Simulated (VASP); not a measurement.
Wanted: the native input for a VASP 6.6.1 run.

| Property | Result |
| --- | --- |
| Task | single point |
| Functional | RPBE |
| Potentials or basis | VASP PAW PBE potentials, release 64 (Sb) |
| Cutoff | 520 eV |
| k mesh | 12 × 12 × 8 |
| Occupations | fermi-dirac, width 0.1 eV |
| Spin | no spin polarisation |
| Dipole correction | no |
| Further INCAR settings | ALGO = Normal; EDIFF = 1e-07; NBANDS = 12 |

The structure of Sb lies in POSCAR:

```
Sb
1.0
   -3.0410516694      3.0424596570      1.6230578054
    3.0424596570     -3.0410516694      1.6230578054
    3.0592916550      3.0592916550     -1.6204790736
Sb
2
Direct
    0.9999850888      0.0000149112      0.0000000000
    0.7500149112      0.2499850888      0.5000000000
```

The input as run:

INCAR

```
ALGO     = Normal         # electronic algorithm
EDIFF    = 1E-7           # SCF threshold, eV
ENCUT    = 520            # plane-wave cutoff, eV
GGA      = RP             # functional
ISIF     = 2              # what is computed and relaxed
ISMEAR   = -1             # smearing method
LASPH    = T              # aspherical terms in the spheres
LCHARG   = T              # write CHGCAR
LELF     = T              # ELF
LREAL    = F              # projectors in reciprocal space
LVHAR    = T            
LWAVE    = F              # write WAVECAR
NBANDS   = 12             # bands
NELM     = 100            # most SCF steps
PREC     = Accurate       # precision mode
SIGMA    = 0.1            # smearing width, eV
```

KPOINTS

```
k-points
0
Gamma
  12 12 8
```

Potentials or basis: VASP PAW PBE potentials, release 64 (Sb).

Run with:

```bash
$ cat potpaw_PBE.64/Sb/POTCAR > POTCAR
$ mpirun -np 1 vasp_std > vasp.out
```

It gave:

| Item | Value |
| --- | --- |
| Pressure | -0.1 GPa |
| Band gap on the k mesh | zero (bands 5 and 6 overlap by 5.25 eV) |

Caveat: the PAW data sets were made with another functional, which shifts forces and pressure a little; spin-orbit coupling is left out, which moves the levels of the heavy elements.

Run time: 3.7 min on 1 thread of Intel Xeon 8259CL, with other jobs on the host, peak memory 0.35 GiB.
